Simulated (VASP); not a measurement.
Wanted: the native input for a VASP 6.6.1 run.

```
Task                   : single point
Functional             : PBE
Potentials or basis    : VASP PAW PBE potentials, release 64 (H)
Cutoff                 : 520 eV
k mesh                 : 2 × 2 × 2, shifted
Occupations            : fermi-dirac, width 0.1551 eV
Spin                   : no spin polarisation
Dipole correction      : no
Further INCAR settings : LREAL = Auto; ALGO = Normal; EDIFF = 1e-06; NBANDS = 22
```

The structure of H lies in POSCAR:

```
H
1.0
   -3.3617284453      5.5705286923      0.0000000000
   -3.3617284453     -5.5705286923      0.0000000000
    3.3617284453      0.0000000000      6.4375994428
H
16
Direct
    0.7189252786      0.8239192626      1.1525771471
    0.8579094670      0.2731407350      1.0247914706
    0.1454633637      0.6223364123      0.9455821311
    0.1369321194      0.1913540633      1.0404171710
    0.1194431642      0.1408246177     -0.0543760144
    0.2934109150      0.6636054000     -0.0271396196
    0.7537382569      0.2969783800      0.0262124106
    0.6340621295      0.6874762696      0.1414252328
    0.5508749781      0.5431313684      0.5338587824
    0.6308711372      0.9139099809      0.5512966489
   -0.0657459060      0.5749076472      0.5499734849
   -0.0013417262      1.1067574042      0.4618164001
    0.5029671997      0.4556706118      0.4111524837
    0.6015606219      0.0106904941      0.5835075688
    0.8627980186      0.4469952954      0.4694678547
    1.0909636026      0.0543295021      0.4433776946
```

This cell differs from its parent crystal: dynamics (nvt langevin) at 1800 K, volume x 1.06, from the last frame before.

One way to write it, as run:

INCAR

```
  PREC = Accurate
  ENCUT = 520
  EDIFF = 1E-6
  ISMEAR = -1
  SIGMA = 0.1551
  LREAL = Auto
  LASPH = T
  NELM = 60
  ALGO = Normal
  ISIF = 2
  LWAVE = F
  LCHARG = F
  GGA = PE
  NBANDS = 22
```

KPOINTS

```
Automatic mesh
0
Gamma
  2 2 2
  0.5 0.5 0.5
```

Potentials or basis: VASP PAW PBE potentials, release 64 (H).

Command:

```sh
$ cat potpaw_PBE.64/H/POTCAR > POTCAR
$ mpirun -np 1 vasp_std > vasp.out
```

It gave:

```yaml
Pressure: 0.0 GPa
Largest_force: 5.325 eV/Å
Band_gap_on_the_k_mesh: 8.22 eV (least direct gap 8.32 eV)
```

Caveat: the k points lie up to 0.60 Å⁻¹ apart; the atoms stand as in a frame of molecular dynamics; a shifted mesh leaves out Γ, where band edges can lie; forces of over 1 eV/Å act on the atoms, so gaps and moduli don't describe the material at rest.

Wall time 28 s on 1 thread of AMD EPYC 7R13 Processor (Zen 3), on a shared host, peak memory 0.29 GiB.
